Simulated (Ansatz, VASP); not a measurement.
# Two plane-wave programs on PtS2

Contents of INCAR:

```
SYSTEM = PtS2
ALGO     = Normal         ! electronic algorithm
DIPOL    = 0.5 0.5 0.500
EDIFF    = 1E-6           ! SCF threshold, eV
ENCUT    = 520            ! plane-wave cutoff, eV
GGA      = PE             ! functional
IDIPOL   = 3            
ISIF     = 2              ! what is computed and relaxed
ISMEAR   = 0              ! smearing method
IVDW     = 12             ! dispersion correction
LASPH    = .True.         ! aspherical terms in the spheres
LCHARG   = .False.        ! write CHGCAR
LDIPOL   = .True.       
LREAL    = .False.        ! projectors in reciprocal space
LWAVE    = .False.        ! write WAVECAR
NBANDS   = 18             ! bands
NELM     = 80             ! most SCF steps
PREC     = Accurate       ! precision mode
SIGMA    = 0.02           ! smearing width, eV
```

The input KPOINTS:

```
k-points
0
Gamma
  9 9 1
  0 0 0
```

Contents of POSCAR:

```
PtS2
1.0
    3.5890000000      0.0000000000      0.0000000000
   -1.7945000000      3.1081651742      0.0000000000
    0.0000000000      0.0000000000     30.8254864268
S Pt
2 1
Direct
    0.6666666667      0.3333333333      0.4576162406
    0.3333333333      0.6666666667      0.5423837594
    0.0000000000      0.0000000000      0.5000000000
```

Input for Ansatz:

```yaml
crystal:
  lattice:
    - [3.589, 0.0, 0.0]
    - [-1.7945, 3.1081651742, 0.0]
    - [0.0, 0.0, 30.8254864268]
  atoms:
    - { symbol: S, position: [0.6666666667, 0.3333333333, 0.4576162406] }
    - { symbol: Pt, position: [0.0, 0.0, 0.5] }
    - { symbol: S, position: [0.3333333333, 0.6666666667, 0.5423837594] }
  periodic: [true, true, false]
basis:
  ecutwfc: 420
kpoints:
  mp_grid: { grid: [9, 9, 1] }
hamiltonian:
  xc: pbe
  dispersion: d3bj
scf:
  occupations: { method: gaussian, width: 0.02 }
output:
  forces: true
  stress: true
  eigenvalues: true
```

Alike in both runs: task single point; functional PBE; dispersion D3(BJ); k mesh 9 × 9 × 1; occupations gaussian, width 0.02 eV; no spin polarisation.

```csv
,VASP,Ansatz
version,VASP 6.6.1,Ansatz 0.2.0
potentials or method,"VASP PAW PBE potentials, release 64 (S, Pt), cutoff 520 eV","scalar-relativistic, plane waves, PAW"
valence electrons in the cell,22,30
```

|  | VASP | Ansatz | Ansatz less VASP |
| --- | --- | --- | --- |
| gap on the k mesh at the Fermi level (eV) | 1.71 | 1.71 | 0.000 |
| least direct gap on the mesh (eV) | 1.79 | 1.79 | -0.002 |
| rms of the force components (eV/Å) | 0.512 | 0.496 | -0.0156 |

VASP's potentials hold 22 valence electrons a cell and Ansatz's 30, so a difference there can come from the potentials and not from the codes.

Neither program's run includes spin-orbit coupling.
